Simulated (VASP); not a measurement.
A run of VASP 6.6.1:

File INCAR:

```
PREC = Accurate
ENCUT = 600
EDIFF = 1E-6
ISMEAR = 0
SIGMA = 0.02
LREAL = F
LASPH = T
NELM = 200
ALGO = Normal
ISIF = 2
LWAVE = F
LCHARG = F
LNONCOLLINEAR = T
MAGMOM = 0 0 0 0 0 0 0 0 0
LORBIT = 11
LSORBIT = T
GGA_COMPAT = F
LORBMOM = T
GGA = PE
NBANDS = 37
```

File KPOINTS:

```
Automatic mesh
0
Gamma
  6 6 6
```

The input POSCAR:

```
BaF2
1.0
    0.0000000000      3.1230009549      3.1230009549
    3.1230009549      0.0000000000      3.1230009549
    3.1230009549      3.1230009549      0.0000000000
Ba F
1 2
Direct
    0.0000000000      0.0000000000      0.0000000000
    0.2500000000      0.2500000000      0.2500000000
    0.7500000000      0.7500000000      0.7500000000
```

Potentials or basis: VASP PAW PBE potentials, release 64 (Ba_sv, F).

Launch:

```bash
$ cat potpaw_PBE.64/Ba_sv/POTCAR potpaw_PBE.64/F/POTCAR > POTCAR
$ mpirun -np 1 vasp_ncl > vasp.out
```

Hardware: 1 thread of Intel(R) Xeon(R) Platinum 8124M CPU @ 3.00GHz (Skylake/Cascade Lake), with other jobs on the host.

Q: How long does it take, and how much memory?

A: Wall time 120 s on 1 thread of Intel(R) Xeon(R) Platinum 8124M CPU @ 3.00GHz (Skylake/Cascade Lake), on a shared host, peak memory 0.41 GiB. Counts: scf iterations 14, k points 16.
